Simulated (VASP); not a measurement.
Input of a VASP 6.6.1 run:

The input INCAR:

```
SYSTEM = Hf3H8
  PREC = Accurate
  ENCUT = 600
  EDIFF = 1E-7
  ISMEAR = 0
  SIGMA = 0.1
  LREAL = .FALSE.
  LASPH = .TRUE.
  NELM = 100
  ALGO = Fast
  ISIF = 3
  LWAVE = .FALSE.
  LCHARG = .FALSE.
  GGA = PE
  IBRION = 2
  NSW = 100
  EDIFFG = -0.01
```

Contents of KPOINTS:

```
Automatic mesh
0
G
  12 12 6
  0 0 0
```

The input POSCAR:

```
Hf3H8
1.0
    3.8481424983      0.0000000000      0.0000000000
   -1.9240712492      3.3325891609      0.0000000000
    0.0000000000      0.0000000000      8.5952919182
Hf H
3 8
Direct
    0.0000000000      0.0000000000      0.8462220208
    0.0000000000      0.0000000000      0.1537779792
    0.0000000000      0.0000000000      0.5000000000
    0.5000000000      0.0000000000      0.5000000000
    0.0000000000      0.5000000000      0.5000000000
    0.5000000000      0.5000000000      0.5000000000
    0.5000000000      0.0000000000      0.0000000000
    0.0000000000      0.5000000000      0.0000000000
    0.5000000000      0.5000000000      0.0000000000
    0.3333333333      0.6666666667      0.5000000000
    0.6666666667      0.3333333333      0.5000000000
```

Potentials or basis: VASP PAW PBE potentials, release 64 (Hf_pv, H).

Command:

```console
$ cat potpaw_PBE.64/Hf_pv/POTCAR potpaw_PBE.64/H/POTCAR > POTCAR
$ mpirun -np 1 vasp_std > vasp.out
```

(1) What does it give for the relaxed cell?

(2) What does it give for the space group after relaxing (to 0.1 Å)?

(3) What does it give for the relaxed volume?

(4) Estimate the band gap on the k mesh.

Answers

(1) a = 3.880 Å, b = 3.880 Å, c = 8.385 Å, α = 90.00°, β = 90.00°, γ = 120.00°.

(2) P6/mmm (No. 191).

(3) 9.94 Å³/atom.

(4) zero (bands 19 and 20 overlap by 0.85 eV).

Caveat: spin-orbit coupling is left out, which moves the levels of the heavy elements.
